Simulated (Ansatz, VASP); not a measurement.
## Si3Se2: VASP beside Ansatz

```xyz
5
Lattice="-1.7975 3.3106 3.9270 1.7975 -3.3106 3.9270 1.7975 3.3106 -3.9270" Properties=species:S:1:pos:R:3 pbc="T T T"
Si    0.0000    0.0000    0.0000
Si    0.0000    1.4238    3.9270
Si    1.7975    1.8867    0.0000
Se    0.0000    3.3106    1.8612
Se    1.7975    0.0000    2.0658
```

Change from the starting cell: species swapped into the Ba2Bi3 type (Immm, No. 71).

Alike in both runs: functional PBE; k mesh 5 × 5 × 5; occupations gaussian, width 0.2 eV; no spin polarisation.

Ansatz relaxed the structure, and its values are those at the end. VASP's run is a single point on that final structure, the one shown.

```csv
,VASP,Ansatz
version,VASP 6.6.1,Ansatz 0.2.0
potentials or method,"VASP PAW PBE potentials, release 64 (Si, Se), cutoff 500 eV","scalar-relativistic, plane waves, PAW"
valence electrons in the cell,24,44
```

|  | VASP | Ansatz | Ansatz less VASP |
| --- | --- | --- | --- |
| gap on the k mesh at the Fermi level (eV) | none | none | - |
| pressure (GPa) | 0.1 | 0.1 | -0.02 |
| rms of the force components (eV/Å) | 0.007 | 0.007 | -0.0006 |

A gap of «none» marks a metal or a gap that the smearing closes. VASP's potentials hold 24 valence electrons a cell and Ansatz's 44, so a difference there can come from the potentials and not from the codes.

The k mesh is coarse, so the values compare programs but aren't converged.
